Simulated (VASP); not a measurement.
# SnO (P4/nmm) in VASP: relaxation of shape and atoms at fixed volume with r2SCAN

Aim: the relaxation of shape and atoms at fixed volume of SnO with r2SCAN.

Everything below comes from runs of VASP 6.6.1. Logs are shortened: lines on timing, memory, paths and dates and some standing lists are left out, and cuts for length are marked.

### 1 The cell of the first run

The structure is tetragonal, space group P4/nmm (No. 129). The conventional cell has a = 3.815 Å, b = 3.815 Å, c = 4.924 Å, α = 90.00°, β = 90.00°, γ = 90.00°. Within 2.9 Å of Sn (site symmetry 4mm) lie 4 O at 2.23 Å. O (site symmetry -4m2) has 4 Sn at 2.23 Å and 4 O at 2.70 Å within 2.9 Å.

### 2 Relaxation of shape and atoms at fixed volume, r2SCAN (17.92 Å³/atom)

File POSCAR:

```
SnO
1.0
    3.8153382063      0.0000000000      0.0000000000
    0.0000000000      3.8153382063      0.0000000000
    0.0000000000      0.0000000000      4.9240454537
Sn O
2 2
Direct
    0.0000000000      0.5000000000      0.2335276851
    0.5000000000      0.0000000000      0.7664723149
    0.0000000000      0.0000000000      0.0000000000
    0.5000000000      0.5000000000      0.0000000000
```

File INCAR.step1:

```
SYSTEM = SnO
  PREC = Accurate
  ENCUT = 600
  ISMEAR = 0
  SIGMA = 0.05
  LREAL = .False.
  LASPH = .True.
  NELM = 60
  GGA = PE
  ALGO = Normal
  EDIFF = 1E-4
  LWAVE = .True.
  LCHARG = .False.
  KPAR = 4
```

File INCAR.step2:

```
SYSTEM = SnO
  PREC = Accurate
  ENCUT = 600
  EDIFF = 1E-6
  ISMEAR = 0
  SIGMA = 0.05
  LREAL = .False.
  LASPH = .True.
  NELM = 60
  ALGO = Normal
  ISIF = 4
  LWAVE = .False.
  LCHARG = .False.
  METAGGA = R2SCAN
  LMIXTAU = .True.
  IBRION = 2
  NSW = 60
  EDIFFG = -0.01
  ISTART = 1
  KPAR = 4
```

File KPOINTS:

```
regular mesh
0
Gamma
  10 10 8
  0 0 0
```

Potentials or basis: VASP PAW PBE potentials, release 64 (Sn_d, O).

On the command line:

```bash
$ cat potpaw_PBE.64/Sn_d/POTCAR potpaw_PBE.64/O/POTCAR > POTCAR
$ cp INCAR.step1 INCAR
$ mpirun -np 4 vasp_std > vasp.out
$ cp INCAR.step2 INCAR
$ mpirun -np 4 vasp_std > vasp.out
```

OUTCAR:

```text
SYSTEM = SnO
   PREC = Accurate
   ENCUT = 600
   EDIFF = 1E-6
   ISMEAR = 0
   LREAL = .False.
   LASPH = .True.
   NELM = 60
   ISIF = 4
   METAGGA = R2SCAN
   IBRION = 2
   NSW = 60
   EDIFFG = -0.01
   ISTART = 1

 ion  position               nearest neighbor table
   1  0.000  0.500  0.234-   3 2.23   4 2.23   3 2.23   4 2.23   2 3.55   2 3.55   2 3.55   2 3.55

   2  0.500  0.000  0.766-   3 2.23   4 2.23   4 2.23   3 2.23   1 3.55   1 3.55   1 3.55   1 3.55

   3  0.000  0.000  0.000-   1 2.23   2 2.23   1 2.23   2 2.23
   4  0.500  0.500  0.000-   1 2.23   2 2.23   2 2.23   1 2.23

  LATTYP: Found a simple tetragonal cell.
 ALAT       =     3.8153382063
 C/A-ratio  =     1.2905921277

  Lattice vectors:

 A1 = (   3.8153382063,   0.0000000000,   0.0000000000)
 A2 = (   0.0000000000,   3.8153382063,   0.0000000000)
 A3 = (   0.0000000000,   0.0000000000,   4.9240454537)

Analysis of symmetry for initial positions (statically):
=====================================================================
 Subroutine PRICEL returns:
 Original cell was already a primitive cell.

 Routine SETGRP: Setting up the symmetry group for a
 simple tetragonal supercell.

 Subroutine GETGRP returns: Found 16 space group operations
 (whereof  8 operations were pure point group operations)
 out of a pool of 16 trial point group operations.

The static configuration has the point symmetry D_2d.
 The point group associated with its full space group is D_4h.

Analysis of symmetry for dynamics (positions and initial velocities):
=====================================================================
 Subroutine PRICEL returns:
 Original cell was already a primitive cell.

 Routine SETGRP: Setting up the symmetry group for a
 simple tetragonal supercell.

 Subroutine GETGRP returns: Found 16 space group operations
 (whereof  8 operations were pure point group operations)
 out of a pool of 16 trial point group operations.

The dynamic configuration has the point symmetry D_2d.
 The point group associated with its full space group is D_4h.

 Subroutine INISYM returns: Found 16 space group operations
 (whereof  8 operations are pure point group operations),
 and found     1 'primitive' translations

----------------------------------------------------------------------------------------

                                     Primitive cell

[... 155 lines left out ...]
 VOLUME and BASIS-vectors are now :
 -----------------------------------------------------------------------------
  energy-cutoff  :      600.00
  volume of cell :       71.68
      direct lattice vectors                 reciprocal lattice vectors
     3.815338206  0.000000000  0.000000000     0.262099962  0.000000000  0.000000000
     0.000000000  3.815338206  0.000000000     0.000000000  0.262099962  0.000000000
     0.000000000  0.000000000  4.924045454     0.000000000  0.000000000  0.203085047

 POSITION                                       TOTAL-FORCE (eV/Angst)
 -----------------------------------------------------------------------------------
      0.00000      1.90767      1.14990        -0.000000      0.000000      0.031808
      1.90767      0.00000      3.77414         0.000000      0.000000     -0.031808
      0.00000      0.00000      0.00000         0.000000      0.000000      0.000000
      1.90767      1.90767      0.00000        -0.000000     -0.000000      0.000000
 -----------------------------------------------------------------------------------
    total drift:                                0.000000      0.000000      0.000000

  FREE ENERGIE OF THE ION-ELECTRON SYSTEM (eV)
  ---------------------------------------------------
  free  energy   TOTEN  =       -66.9137196651 eV

  energy  without entropy=      -66.9137196647  energy(sigma->0) =      -66.91371966

--------------------------------------- Ionic step        2  -------------------------------------------

 number of electron      40.0000025 magnetization

 Free energy of the ion-electron system (eV)
  ---------------------------------------------------
  ext. energy  EPLUGINS =         0.00000000
  ---------------------------------------------------
  free energy    TOTEN  =       -66.91377352 eV

  energy without entropy =      -66.91377352  energy(sigma->0) =      -66.91377352

 E-fermi :   7.0372     XC(G=0): -10.7930

 val. band max:        6.8681523105   @ k =   0.0000   0.0000   0.0000
 cond. band min:       7.2099731446   @ k =   0.5000   0.5000   0.0000
 fundamental gap:      0.3418208341
 Fermi energy:         7.0372287365

 k-point     1 :       0.0000    0.0000    0.0000
  band No.  band energies     occupation
      1     -16.0293      2.00000
      2     -15.4877      2.00000
      3     -15.4716      2.00000
      4     -15.4716      2.00000
      5     -15.4280      2.00000
      6     -15.4040      2.00000
[... 637 lines left out ...]
     23      11.6677      0.00000
     24      12.2645      0.00000

 [... further k-points ...]

------------------------ aborting loop because EDIFF is reached ----------------------------------------

  FORCE on cell =-STRESS in cart. coord.  units (eV):
  Direction    XX          YY          ZZ          XY          YZ          ZX
  --------------------------------------------------------------------------------------
  -------------------------------------------------------------------------------------
  Total       -0.0730943     -0.0730943     -0.0699877      0.0000000      0.0000000      0.0000000
  in kB       -1.6338274     -1.6338274     -1.5643870      0.0000000      0.0000000      0.0000000
  external PRESSURE =      -1.6106806 kB  Pullay stress =       0.0000000 kB

 VOLUME and BASIS-vectors are now :
 -----------------------------------------------------------------------------
  energy-cutoff  :      600.00
  volume of cell :       71.68
      direct lattice vectors                 reciprocal lattice vectors
     3.814608225  0.000000000  0.000000000     0.262150119  0.000000000  0.000000000
     0.000000000  3.814608225  0.000000000     0.000000000  0.262150119  0.000000000
     0.000000000  0.000000000  4.925930212     0.000000000 -0.000000000  0.203007342

 POSITION                                       TOTAL-FORCE (eV/Angst)
 -----------------------------------------------------------------------------------
      3.81461      1.90730      1.15188         0.000000     -0.000000     -0.003815
      1.90730      0.00000      3.77405        -0.000000      0.000000      0.003815
      0.00000      0.00000      0.00000         0.000000     -0.000000      0.000000
      1.90730      1.90730      0.00000         0.000000      0.000000      0.000000
 -----------------------------------------------------------------------------------
    total drift:                                0.000000     -0.000000     -0.000000

  FREE ENERGIE OF THE ION-ELECTRON SYSTEM (eV)
  ---------------------------------------------------
  free  energy   TOTEN  =       -66.9137735197 eV

  energy  without entropy=      -66.9137735188  energy(sigma->0) =      -66.91377352

 reached required accuracy - stopping structural energy minimisation
```

OUTCAR.step1:

```text
SYSTEM = SnO
   PREC = Accurate
   ENCUT = 600
   ISMEAR = 0
   LREAL = .False.
   LASPH = .True.
   NELM = 60
[... 880 lines left out ...]
      1.90767      0.00000      3.77414        -0.000000      0.000000     -0.475937
      0.00000      0.00000      0.00000         0.000000      0.000000     -0.000000
      1.90767      1.90767      0.00000         0.000000     -0.000000     -0.000000
 -----------------------------------------------------------------------------------
    total drift:                                0.000000      0.000000      0.000000

  FREE ENERGIE OF THE ION-ELECTRON SYSTEM (eV)
  ---------------------------------------------------
  free  energy   TOTEN  =       -22.6941859622 eV

  energy  without entropy=      -22.6941836851  energy(sigma->0) =      -22.69418482
```

It took 7.6 min on 4 MPI ranks of Oxide Virtual Turin-like, shared host; peak memory 0.31 GiB.

Results:

| Item | Value |
| --- | --- |
| Free energy | -66.9138 eV |
| Energy gained by relaxing | 0.0 meV/atom |
| Ionic steps | 2 |
| Pressure after relaxing | -0.2 GPa |
| Largest force after relaxing | 0.004 eV/Å |
| Band gap on the k mesh | 0.34 eV (least direct gap 2.33 eV) |

Forces in eV/Å, atoms in the order of the input:
```
Sn   0.000  0.000 -0.004
Sn   0.000  0.000  0.004
O    0.000  0.000  0.000
O    0.000  0.000  0.000
```

Final structure:
```
Sn O
1.0
     3.81461    0.00000    0.00000
     0.00000    3.81461    0.00000
     0.00000    0.00000    4.92593
Sn O
2 2
Direct
  0.00000 0.50000 0.23384
  0.50000 0.00000 0.76616
  0.00000 0.00000 0.00000
  0.50000 0.50000 0.00000
```

Caveat: semilocal functionals underestimate gaps, and a narrow one can read as zero; the PAW data sets were made with another functional, which shifts forces and pressure a little; spin-orbit coupling is left out, which moves the levels of the heavy elements. A k mesh can miss the band edges.
